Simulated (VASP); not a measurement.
SnO (zincblende type):

```
Sn O
1.0
     0.00000    2.27846    2.27846
     2.27846    0.00000    2.27846
     2.27846    2.27846    0.00000
Sn O
1 1
Direct
  0.00000 0.00000 0.00000
  0.25000 0.25000 0.25000
```

* Program: VASP 6.6.1
* Task: relaxation of cell and atoms
* Functional: PBE
* Potentials or basis: VASP PAW PBE potentials, release 64 (Sn_d, O_h)
* Cutoff: 1340 eV
* k mesh: 12 × 12 × 12
* Occupations: fermi-dirac, width 0.08 eV
* Spin: no spin polarisation

At the start: pressure 98.5 GPa; volume 11.83 Å³/atom.

Question: How do energy, volume and symmetry change on relaxing?

Answer: Over 5 steps the energy falls by 1661.3 meV/atom and the volume is 20.52 Å³/atom (+73.5 %); space group F-43m (No. 216, to 0.1 Å) before and after.

Step by step:
| step | energy change (eV) | largest force (eV/Å) | pressure (GPa) | volume (Å³) |
| --- | --- | --- | --- | --- |
| 1 | 0.0000 | 0.0000 | 98.52 | 23.66 |
| 2 | -2.4429 | 0.0000 | -13.20 | 58.32 |
| 3 | -3.3204 | 0.0000 | 1.03 | 40.40 |
| 4 | -3.3224 | 0.0000 | -0.24 | 41.21 |
| 5 | -3.3225 | 0.0000 | 0.02 | 41.04 |

Final structure:
```
Sn O
1.0
     0.00000    2.73782    2.73782
     2.73782    0.00000    2.73782
     2.73782    2.73782    0.00000
Sn O
1 1
Direct
  0.00000 0.00000 0.00000
  0.25000 0.25000 0.25000
```

Caveat: the volume moved by over 15 % at a fixed basis, so the end points are rough.
